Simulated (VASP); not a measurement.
Runs of VASP 6.6.1 on MgB2. The structure is that of space group P6/mmm (No. 191), or close to it. The cells are those of the table. 

| task | cell | gap on the mesh (eV) | pressure (GPa) |
| --- | --- | --- | --- |
| single point | a = 3.022, b = 3.022, c = 3.451 Å, angles 90.0, 90.0, 120.0°, 3 atoms | none | 1.3 |
| single point | a = 3.126, b = 3.126, c = 3.569 Å, angles 90.0, 90.0, 120.0°, 3 atoms | none | (b) |
| electric field gradients | a = 3.043, b = 3.043, c = 3.475 Å, angles 90.0, 90.0, 120.0°, 3 atoms | none | (a) |
| electric field gradients | a = 3.064, b = 3.064, c = 3.499 Å, angles 90.0, 90.0, 120.0°, 3 atoms | none | -5.3 |
| single point | a = 3.075, b = 3.075, c = 3.511 Å, angles 90.0, 90.0, 120.0°, 3 atoms | none | -6.8 |

Alike in all rows: level LDA; potentials or basis VASP PAW LDA potentials, release 64 (Mg, B); no spin polarisation; k mesh 15 × 15 × 12; cutoff (eV) 520; smearing fermi-dirac 0.05 eV.

Task: Fill in the values left out.

Result: (a) -2.2; (b) -13.1.

A gap of «none» marks levels without a gap at the run's occupations.
